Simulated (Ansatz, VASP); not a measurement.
**TiB2 in VASP and in Ansatz**

```
CELL_PARAMETERS angstrom
2.99562 0.00000 0.00000
-1.49781 2.59428 0.00000
0.00000 0.00000 3.15503
ATOMIC_POSITIONS crystal
Ti 0.00000 0.00000 0.00000
B 0.33333 0.66667 0.50000
B 0.66667 0.33333 0.50000
```

Alike in both runs: functional LDA; k mesh 12 × 12 × 10; occupations tetrahedron; no spin polarisation.

Ansatz relaxed the structure, and its values are those at the end. VASP's run is a single point on that final structure, the one shown.

|  | VASP | Ansatz |
| --- | --- | --- |
| version | VASP 6.6.1 | Ansatz 0.2.0 |
| potentials or method | VASP PAW LDA potentials, release 64 (Ti_sv, B) | PAW with Ansatz's default frozen-core files, scalar-relativistic |
| plane-wave cutoff (eV) | 520 | 420 |
| valence electrons in the cell | 18 | 18 |

```tsv
	VASP	Ansatz	Ansatz less VASP
gap on the k mesh at the Fermi level (eV)	none	none	-
pressure (GPa)	0.6	0.0	-0.58
```

LDA's correlation is that of Perdew and Zunger in VASP and of Perdew and Wang (1992) in Ansatz. A gap of «none» marks a metal or a gap that the smearing closes. Ansatz's warnings: band table not solved further, forces under tetrahedra, tetrahedron derivatives may miss energy slope.
